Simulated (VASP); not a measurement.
Input of a VASP 6.6.1 run:

Contents of INCAR:

```
SYSTEM = NaCrH8N2F6
ALGO = Normal
EDIFF = 1E-7
ENCUT = 520
ISIF = 2
ISMEAR = -1
ISPIN = 2
LASPH = .TRUE.
LCHARG = .TRUE.
LELF = .TRUE.
LMAXMIX = 4
LORBIT = 11
LREAL = Auto
LVHAR = .TRUE.
LWAVE = .FALSE.
MAGMOM = 0 1.5 0 0 0 0 0 0 0 0 0 0 0 0 0 0 0 0
NBANDS = 58
NELM = 150
PREC = Accurate
SIGMA = 0.05
```

Contents of KPOINTS:

```
k-points
0
G
  2 2 2
  0 0 0
```

Contents of POSCAR:

```
NaCrH8N2F6
1.0
    0.0000000000      4.3612810000      4.3612810000
    4.3612810000      0.0000000000      4.3612810000
    4.3612810000      4.3612810000      0.0000000000
Na Cr H N F
1 1 8 2 6
Direct
    0.4981334612      0.5518791383      0.4103610843
    0.0117855282     -0.0049526733     -0.0070850743
    0.0924040437      0.4294839062      0.4187531141
    0.1870895271      0.4396987949      0.0868896088
    0.3732045699      0.2207952205      0.2316406579
    0.0685922324      0.1886716311      0.3671742316
    0.5318276901      0.8523986416      0.8676923133
    0.8334707165      0.8079506916      0.8482599493
    0.8074003945      0.7080717798      0.6488919196
    0.7699114091      0.5193657552      0.9872328795
    0.1617987926      0.3290203039      0.2913478861
    0.7309205713      0.7018924027      0.8553794172
    0.7907309802      0.2830131789      0.7729380427
    0.1678405955      0.7141938343      0.8189337032
    0.7166128484      0.8620746978      0.2175392964
    0.2973552954      0.1277491636      0.7243399359
    0.2156820439      0.7430041770      0.2357678856
    0.8786867895      0.1891187475      0.2259657197
```

Potentials or basis: VASP PAW LDA potentials, release 64 (Na_pv, Cr_pv, H, N, F).

Launch:

```console
$ cat potpaw_LDA.64/Na_pv/POTCAR potpaw_LDA.64/Cr_pv/POTCAR potpaw_LDA.64/H/POTCAR potpaw_LDA.64/N/POTCAR potpaw_LDA.64/F/POTCAR > POTCAR
$ mpirun -np 1 vasp_std > vasp.out
```

(1) What does it give for the site moments?

(2) Predict the largest force.

Answers

(1) Na -0.00; Cr +2.78; H +0.00; N +0.00, -0.00; F +0.02, +0.00, +0.01 (each value once) μB.

(2) 5.853 eV/Å.

Caveat: the k points lie up to 0.62 Å⁻¹ apart; a cell with one magnetic atom can't hold antiferromagnetic order, which such compounds often take; forces of over 1 eV/Å act on the atoms, so gaps and moduli don't describe the material at rest.
